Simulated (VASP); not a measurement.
# TiH4 (P1) in VASP: a series of runs

TiH4 is run at these levels: PBE; tasks: single point, relaxation of cell and atoms.

Everything below comes from runs of VASP 6.6.1. Logs are shortened: lines on timing, memory, paths and dates and some standing lists are left out, and cuts for length are marked.

## (1) The cell of the first run

The typed cell holds 10 atoms: a = 3.004 Å, b = 5.125 Å, c = 5.263 Å, α = 89.17°, β = 89.10°, γ = 89.40°.

## (2) Single point, PBE

Input file INCAR:

```
SYSTEM = TiH4
PREC = Accurate
ENCUT = 520
EDIFF = 1E-7
ISMEAR = 0
SIGMA = 0.1
LREAL = .FALSE.
LASPH = .TRUE.
NELM = 60
ALGO = Normal
ISIF = 2
LWAVE = .FALSE.
LCHARG = .FALSE.
GGA = PE
NBANDS = 27
```

Input file KPOINTS:

```
regular mesh
0
G
  6 4 4
  0 0 0
```

Input file POSCAR:

```
TiH4
1.0
    3.0039248053      0.0000000000      0.0000000000
    0.0539801075      5.1247057441      0.0000000000
    0.0830901399      0.0750382361      5.2616656214
Ti H
2 8
Direct
    0.0205909819      0.4677894156      0.0048042439
    0.5181405932      0.4725742370      0.4896349650
    0.0875560357      0.8379298620      0.9574387176
    0.5608594383      0.8521173193      0.4633897705
    0.8328048492      0.8253499561      0.0194337823
    0.3957332011      0.8351008658      0.5846510895
    0.5231065488      0.5138337484      0.8260635098
    0.0178117130      0.6073236802      0.3263198459
    0.0225766896      0.2955897206      0.6547419309
    0.5208199491      0.2923911949      0.1735221449
```

Potentials or basis: VASP PAW PBE potentials, release 64 (Ti_sv, H).

The run is started by

```
$ cat potpaw_PBE.64/Ti_sv/POTCAR potpaw_PBE.64/H/POTCAR > POTCAR
$ mpirun -np 1 vasp_std > vasp.out
```

OUTCAR:

```text
SYSTEM = TiH4
   PREC = Accurate
   ENCUT = 520
   EDIFF = 1E-7
   ISMEAR = 0
   LREAL = .FALSE.
   LASPH = .TRUE.
   NELM = 60
   ISIF = 2
   GGA = PE

 ion  position               nearest neighbor table
   1  0.021  0.468  0.005-   7 1.78   7 1.79   8 1.85
   2  0.518  0.473  0.490-   7 1.79   8 1.85   8 1.86
   3  0.088  0.838  0.957-   5 0.83
   4  0.561  0.852  0.463-   6 0.81
   5  0.833  0.825  0.019-   3 0.83
   6  0.396  0.835  0.585-   4 0.81
   7  0.523  0.514  0.826-   1 1.78   2 1.79   1 1.79
   8  0.018  0.607  0.326-   1 1.85   2 1.85   2 1.86
   9  0.023  0.296  0.655-
  10  0.521  0.292  0.174-

  LATTYP: Found a triclinic cell.
 ALAT       =     5.2628566216
 B/A-ratio  =     0.5707783854
 C/A-ratio  =     0.9738038482
 COS(alpha) =     0.0105327244
 COS(beta)  =     0.0144235811
 COS(gamma) =     0.0157880303

  Lattice vectors:

 A1 = (   0.0830901399,   0.0750382361,   5.2616656214)
 A2 = (   3.0039248053,   0.0000000000,   0.0000000000)
 A3 = (   0.0539801075,   5.1247057441,   0.0000000000)

Analysis of symmetry for initial positions (statically):
=====================================================================
 Subroutine PRICEL returns:
 Original cell was already a primitive cell.

 Routine SETGRP: Setting up the symmetry group for a
 triclinic supercell.

 Subroutine GETGRP returns: Found  1 space group operations
 (whereof  1 operations were pure point group operations)
 out of a pool of  2 trial point group operations.

The static configuration has the point symmetry C_1 .

Analysis of symmetry for dynamics (positions and initial velocities):
=====================================================================
 Subroutine PRICEL returns:
 Original cell was already a primitive cell.

 Routine SETGRP: Setting up the symmetry group for a
 triclinic supercell.

 Subroutine GETGRP returns: Found  1 space group operations
 (whereof  1 operations were pure point group operations)
 out of a pool of  2 trial point group operations.

The dynamic configuration has the point symmetry C_1 .

 Subroutine INISYM returns: Found  1 space group operations
 (whereof  1 operations are pure point group operations),
 and found     1 'primitive' translations

----------------------------------------------------------------------------------------

                                     Primitive cell

  volume of cell :      80.9993

  direct lattice vectors                    reciprocal lattice vectors
     3.003924805  0.000000000  0.000000000     0.332897814 -0.003506515 -0.005206983
     0.053980107  5.124705744  0.000000000     0.000000000  0.195133155 -0.002782854
     0.083090140  0.075038236  5.261665621     0.000000000  0.000000000  0.190053886

  length of vectors
     3.003924805  5.124990031  5.262856622     0.332956998  0.195152998  0.190053886

  position of ions in fractional coordinates (direct lattice)
     0.020590982  0.467789416  0.004804244
     0.518140593  0.472574237  0.489634965
     0.087556036  0.837929862  0.957438718
     0.560859438  0.852117319  0.463389771
     0.832804849  0.825349956  0.019433782
     0.395733201  0.835100866  0.584651089
     0.523106549  0.513833748  0.826063510
     0.017811713  0.607323680  0.326319846
     0.022576690  0.295589721  0.654741931
     0.520819949  0.292391195  0.173522145

  ion indices of the primitive-cell ions
   primitive index   ion index
                 1           1
                 2           2
                 3           3
                 4           4
                 5           5
                 6           6
                 7           7
                 8           8
                 9           9
                10          10

----------------------------------------------------------------------------------------

 KPOINTS: regular mesh

Automatic generation of k-mesh.
 Grid dimensions read from file:
 generate k-points for:    6    4    4

 Generating k-lattice:

  Cartesian coordinates                     Fractional coordinates (reciprocal lattice)
     0.055482969 -0.000584419 -0.000867830     0.166666667  0.000000000  0.000000000
     0.000000000  0.048783289 -0.000695714     0.000000000  0.250000000  0.000000000
     0.000000000  0.000000000  0.047513472     0.000000000  0.000000000  0.250000000

  Length of vectors
     0.055492833  0.048788249  0.047513472

  Shift w.r.t. Gamma in fractional coordinates (k-lattice)
     0.000000000  0.000000000  0.000000000

 Subroutine IBZKPT returns following result:
 ===========================================

 Found     52 irreducible k-points:

 Following reciprocal coordinates:
            Coordinates               Weight
  0.000000  0.000000  0.000000      1.000000
  0.166667 -0.000000 -0.000000      2.000000
  0.333333  0.000000 -0.000000      2.000000
  0.500000 -0.000000  0.000000      1.000000
  0.000000  0.250000 -0.000000      2.000000
  0.166667  0.250000 -0.000000      2.000000
[... 16 lines left out ...]
  0.333333  0.250000  0.250000      2.000000
  0.500000  0.250000  0.250000      2.000000
 [... further k-points ...]
   k-points           NKPTS =     52   k-points in BZ     NKDIM =     52   number of bands    NBANDS=     27
   number of dos      NEDOS =    301   number of ions     NIONS =     10
   total plane-waves  NPLWV =  38400
   dimension x,y,z NGX =    24 NGY =   40 NGZ =   40
   dimension x,y,z NGXF=    48 NGYF=   80 NGZF=   80
   ions per type =               2   8
   NGX,Y,Z   is equivalent  to a cutoff of  13.28, 12.98, 12.64 a.u.
   NGXF,Y,Z  is equivalent  to a cutoff of  26.56, 25.95, 25.27 a.u.
 SYSTEM =  TiH4
   PREC   = accura    normal or accurate (medium, high low for compatibility)
   ISTART =      0    job   : 0-new  1-cont  2-samecut
   ICHARG =      2    charge: 1-file 2-atom 10-const
   ISPIN  =      1    spin polarized calculation?
   LNONCOLLINEAR =      F non collinear calculations
   LSORBIT =      F    spin-orbit coupling
   LASPH  =      T    aspherical Exc in radial PAW
   ENCUT  =  520.0 eV  38.22 Ry    6.18 a.u.   5.59  9.53  9.79*2*pi/ulx,y,z
   NELM   =     60;   NELMIN=  2; NELMDL= -5     # of ELM steps
   EDIFF  = 0.1E-06   stopping-criterion for ELM
   LREAL  =      F    real-space projection
   EDIFFG = 0.1E-05   stopping-criterion for IOM
   NSW    =      0    number of steps for IOM
   IBRION =     -1    ionic relax: 0-MD 1-quasi-New 2-CG
   NFREE  =      0    steps in history (QN), initial steepest desc. (CG)
   ISIF   =      2    stress and relaxation
   ISYM   =      2    0-nonsym 1-usesym 2-fastsym
   POTIM  = 0.5000    time-step for ionic-motion
   TEBEG  =    0.0;   TEEND  =   0.0 temperature during run
   PSTRESS=    0.0 pullay stress
   NELECT =      32.0000    total number of electrons
   NUPDOWN=      -1.0000    fix difference up-down
   EMIN   =  10.00;   EMAX   =-10.00  energy-range for DOS
   EFERMI =   0.00;   METHOD = LEGACY
   ISMEAR =     0;   SIGMA  =   0.10  broadening in eV -4-tet -1-fermi 0-gaus
   EFERMI_NEDOS =   21; number of points for ismear=-14 and -15
   IALGO  =     38    algorithm
   IMIX   =      4    mixing-type and parameters
     AMIX     =   0.40;   BMIX     =  1.00
     AMIX_MAG =   1.60;   BMIX_MAG =  1.00
  volume/ion in A,a.u.               =       8.10        54.66
  Fermi-wavevector in a.u.,A,eV,Ry     =   1.201244  2.270021 19.633018  1.442986
  Thomas-Fermi vector in A             =   2.337058
   LORBIT       =      0    0 simple, 1 ext, 2 COOP (PROOUT), +10 PAW based schemes
   GGA     = PE    functional components
   LHFCALC =     F    Hartree Fock is set to
   AEXX    =    0.0000 exact exchange contribution
   IVDW    =     0    specifies the selected vdW correction
   LEPSILON=     F    determine dielectric tensor
   LRPA    =     F    only Hartree local field effects (RPA)
 non-spin polarized calculation
 Gauss-broadening in eV      SIGMA  =   0.10
  energy-cutoff  :      520.00
  volume of cell :       81.00
 maximum number of plane-waves:      2198
 NGX is ok and might be reduce to    24
   NGX = 11   NGY = 19   NGZ = 19

 number of electron      31.9999999 magnetization

 Free energy of the ion-electron system (eV)
  ---------------------------------------------------
  ext. energy  EPLUGINS =         0.00000000
  ---------------------------------------------------
  free energy    TOTEN  =       -43.64476139 eV

  energy without entropy =      -43.63635154  energy(sigma->0) =      -43.64055646

 E-fermi :   3.3730     XC(G=0):  -9.1994

 val. band max:        3.3466256349   @ k =   0.0000  -0.2500   0.2500
 cond. band min:       3.3869634024   @ k =   0.1667  -0.0000  -0.0000
 fundamental gap:      0.0403377675
 Fermi energy:         3.3729878185

 k-point     1 :       0.0000    0.0000    0.0000
  band No.  band energies     occupation
      1     -53.8620      2.00000
      2     -53.7996      2.00000
      3     -30.3643      2.00000
      4     -30.2996      2.00000
      5     -30.2418      2.00000
      6     -29.8747      2.00000
[... 19 lines left out ...]
     26       9.5191      0.00000
     27      10.2224      0.00000

 k-point     2 :       0.1667   -0.0000   -0.0000
  band No.  band energies     occupation
      1     -53.8511      2.00000
      2     -53.7956      2.00000
      3     -30.3522      2.00000
      4     -30.2953      2.00000
      5     -30.2070      2.00000
      6     -29.9467      2.00000
[... 19 lines left out ...]
     26       9.5073      0.00000
     27       9.9370      0.00000

 k-point     3 :       0.3333    0.0000   -0.0000
  band No.  band energies     occupation
      1     -53.8275      2.00000
      2     -53.7892      2.00000
      3     -30.3257      2.00000
      4     -30.2893      2.00000
      5     -30.1338      2.00000
      6     -30.0751      2.00000
[... 594 lines left out ...]
      1     -53.8256      2.00000
      2     -53.7911      2.00000
      3     -30.3236      2.00000
      4     -30.2924      2.00000
      5     -30.1418      2.00000
      6     -30.1140      2.00000
[... 19 lines left out ...]
     26       9.0706      0.00000
     27       9.8185      0.00000

 k-point    24 :       0.5000    0.2500    0.2500
  band No.  band energies     occupation
      1     -53.8137      2.00000
      2     -53.7881      2.00000
      3     -30.3094      2.00000
      4     -30.2909      2.00000
      5     -30.2146      2.00000
      6     -30.1457      2.00000
[... 19 lines left out ...]
     26       8.5878      0.00000
     27       9.9030      0.00000

 [... further k-points ...]
[... 5 lines left out ...]
  --------------------------------------------------------------------------------------
  -------------------------------------------------------------------------------------
  Total       -0.7891021      0.6417434     -0.6602900     -0.0312225     -0.0110609      0.1120535
  in kB      -15.6085502     12.6937737    -13.0606280     -0.6175860     -0.2187854      2.2164336
  external PRESSURE =      -5.3251348 kB  Pullay stress =       0.0000000 kB

 VOLUME and BASIS-vectors are now :
 -----------------------------------------------------------------------------
  energy-cutoff  :      520.00
  volume of cell :       81.00
      direct lattice vectors                 reciprocal lattice vectors
     3.003924805  0.000000000  0.000000000     0.332897814 -0.003506515 -0.005206983
     0.053980107  5.124705744  0.000000000     0.000000000  0.195133155 -0.002782854
     0.083090140  0.075038236  5.261665621     0.000000000  0.000000000  0.190053886

 POSITION                                       TOTAL-FORCE (eV/Angst)
 -----------------------------------------------------------------------------------
      0.08750      2.39764      0.02528        -0.017971     -0.187878     -0.279924
      1.62265      2.45855      2.57630         0.014538     -0.079495      0.200999
      0.38780      4.36599      5.03772        -0.222949      0.029592      0.081866
      1.76928      4.40162      2.43820         0.013506      0.009467      0.048170
      2.54785      4.23113      0.10225         0.201543      0.025364     -0.054069
      1.28241      4.32352      3.07624         0.017960     -0.024394     -0.104169
      1.66775      2.69523      4.34647         0.007182      0.257069      0.057446
      0.11340      3.13684      1.71699        -0.001166     -0.041320      0.024260
      0.13818      1.56394      3.44503        -0.012072      0.030757      0.069764
      1.59471      1.51144      0.91302        -0.000571     -0.019161     -0.044343
 -----------------------------------------------------------------------------------
    total drift:                               -0.000100      0.000073      0.000667

  FREE ENERGIE OF THE ION-ELECTRON SYSTEM (eV)
  ---------------------------------------------------
  free  energy   TOTEN  =       -43.6447613893 eV

  energy  without entropy=      -43.6363515371  energy(sigma->0) =      -43.64055646
```

It took 3.1 min on 1 thread of Intel Xeon 8259CL, shared host; peak memory 0.23 GiB.

Results:

- Free energy: -43.6448 eV
- Pressure: -0.5 GPa
- Largest force: 0.338 eV/Å
- Band gap on the k mesh: zero (bands 16 and 17 overlap by 0.67 eV)

Forces on the atoms (eV/Å):
```
Ti  -0.018 -0.188 -0.280
Ti   0.015 -0.079  0.201
H   -0.223  0.030  0.082
H    0.014  0.009  0.048
H    0.202  0.025 -0.054
H    0.018 -0.024 -0.104
H    0.007  0.257  0.057
H   -0.001 -0.041  0.024
H   -0.012  0.031  0.070
H   -0.001 -0.019 -0.044
```

(Continued in part 2 of 2.)

The gap in the log of VASP goes by the Fermi energy; the results here count the filled bands.